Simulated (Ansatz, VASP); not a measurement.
## AlSnH4 in VASP and in Ansatz

```xyz
6
Lattice="4.0561 0.0000 0.0000 0.0000 4.0561 0.0000 0.0000 0.0000 6.4865" Properties=species:S:1:pos:R:3 pbc="T T T"
Al    0.0000    0.0000    0.0000
Sn    2.0280    2.0280    3.2433
H     0.0000    0.0000    4.4380
H     2.0280    0.0000    0.0000
H     0.0000    2.0280    0.0000
H     0.0000    0.0000    2.0485
```

Alike in both runs: task single point; functional PBE; k mesh 4 × 4 × 4; occupations gaussian, width 0.1 eV; no spin polarisation.

|  | VASP | Ansatz |
| --- | --- | --- |
| version | VASP 6.6.1 | Ansatz 0.2.0 |
| potentials or method | VASP PAW PBE potentials, release 64 (Al, Sn_d, H), cutoff 520 eV | scalar-relativistic, plane waves, PAW |
| valence electrons in the cell | 21 | 21 |

Ansatz gave:

```
gap on the k mesh at the Fermi level (eV)                     : none
pressure (GPa)                                                : -10.9
traceless stress, the component that is largest in VASP (GPa) : 2.01
rms of the force components (eV/Å)                            : 0.344
```

Q: What did VASP give for the same quantities?

A: gap on the k mesh at the Fermi level (eV): none; pressure (GPa): -11.0; traceless stress, the component that is largest in VASP (GPa): 2.02; rms of the force components (eV/Å): 0.344.

Atom by atom the forces differ by 0.000 eV/Å (rms over components). A gap of «none» marks a metal or a gap that the smearing closes.

The k mesh is coarse, so the values compare programs but aren't converged.
